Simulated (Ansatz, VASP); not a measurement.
# KBr: VASP beside Ansatz

Contents of POSCAR:

```
KBr
1.0
    5.5038843580      0.0000000000      0.0000000000
   -2.7519421790      4.7665036736      0.0000000000
    0.0000000000      0.0000000000      6.4200409249
K Br
2 2
Direct
    0.3333333333      0.6666666667     -0.0625000000
    0.6666666667      0.3333333333      0.4375000000
    0.3333333333      0.6666666667      0.4375000000
    0.6666666667      0.3333333333      0.9375000000
```

INCAR.step1

```
SYSTEM = KBr
  PREC = Accurate
  ENCUT = 520
  ISMEAR = 0
  SIGMA = 0.01
  LREAL = .False.
  LASPH = .True.
  NELM = 60
  NBANDS = 24
  GGA = PE
  ALGO = Normal
  EDIFF = 1E-4
  LWAVE = .True.
  LCHARG = .False.
```

File INCAR.step2:

```
SYSTEM = KBr
  PREC = Accurate
  ENCUT = 520
  EDIFF = 1E-6
  ISMEAR = 0
  SIGMA = 0.01
  LREAL = .False.
  LASPH = .True.
  NELM = 60
  ALGO = Normal
  ISIF = 2
  LWAVE = .False.
  LCHARG = .False.
  METAGGA = R2SCAN
  LMIXTAU = .True.
  NBANDS = 24
  ISTART = 1
```

File KPOINTS:

```
regular mesh
0
Gamma
  6 6 4
  0 0 0
```

Input for Ansatz:

```yaml
crystal:
  lattice:
    - [5.503884358, 0.0, 0.0]
    - [-2.751942179, 4.7665036736, 0.0]
    - [0.0, 0.0, 6.4200409249]
  atoms:
    - { symbol: K, position: [0.3333333333, 0.6666666667, -0.0625] }
    - { symbol: K, position: [0.6666666667, 0.3333333333, 0.4375] }
    - { symbol: Br, position: [0.3333333333, 0.6666666667, 0.4375] }
    - { symbol: Br, position: [0.6666666667, 0.3333333333, 0.9375] }
kpoints:
  mp_grid: { grid: [6, 6, 4] }
hamiltonian:
  xc: r2scan
scf:
  occupations: { method: fixed }
  n_extra_bands: 5
output:
  forces: true
  stress: true
  eigenvalues: true
```

Alike in both runs: task single point; functional r2SCAN; k mesh 6 × 6 × 4; no spin polarisation.

|  | VASP | Ansatz |
| --- | --- | --- |
| version | VASP 6.6.1 | Ansatz 0.2.0 |
| potentials or method | VASP PAW PBE potentials, release 64 (K_sv, Br) | plane waves, PAW |
| plane-wave cutoff (eV) | 520 | 500 |
| occupations | gaussian, width 0.01 eV | fixed |
| valence electrons in the cell | 32 | 32 |

```csv
,VASP,Ansatz,Ansatz less VASP
gap on the k mesh at the Fermi level (eV),4.84,4.84,-0.001
pressure (GPa),0.9,0.9,0.00
"traceless stress, the component that is largest in VASP (GPa)",0.13,0.13,0.000
```

VASP's potentials were made for PBE, not for r2SCAN.
